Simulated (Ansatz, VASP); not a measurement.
## One calculation of Si2Ge, two programs

```
Si Ge
1.0
     4.79919    0.00000    0.00000
    -2.39959    4.15622    0.00000
     0.00000    0.00000    2.94190
Si Ge
2 1
Cartesian
  0.0000 2.7708 1.4710
  2.3996 1.3854 1.4710
  0.0000 0.0000 0.0000
```

Alike in both runs: task relaxation of cell and atoms; functional PBE; k mesh 6 × 6 × 6; occupations gaussian, width 0.1 eV; no spin polarisation.

|  | VASP | Ansatz |
| --- | --- | --- |
| version | VASP 6.6.1 | Ansatz 0.2.0 |
| potentials or method | VASP PAW PBE potentials, release 64 (Si, Ge_d), cutoff 600 eV | scalar-relativistic, plane waves, PAW |
| valence electrons in the cell | 22 | 22 |

```csv
,VASP,Ansatz,Ansatz less VASP
"gap on the k mesh at the Fermi level, each at its own relaxed structure (eV)",none,none,-
relaxed volume (Å³/atom),16.35,16.28,-0.064
relaxed cell length with the largest relative difference (Å),2.634,2.628,-0.0058
```

A gap of «none» marks a metal or a gap that the smearing closes.

Noted on VASP's run: the volume moved by over 15 % at a fixed basis, so the end points are rough.
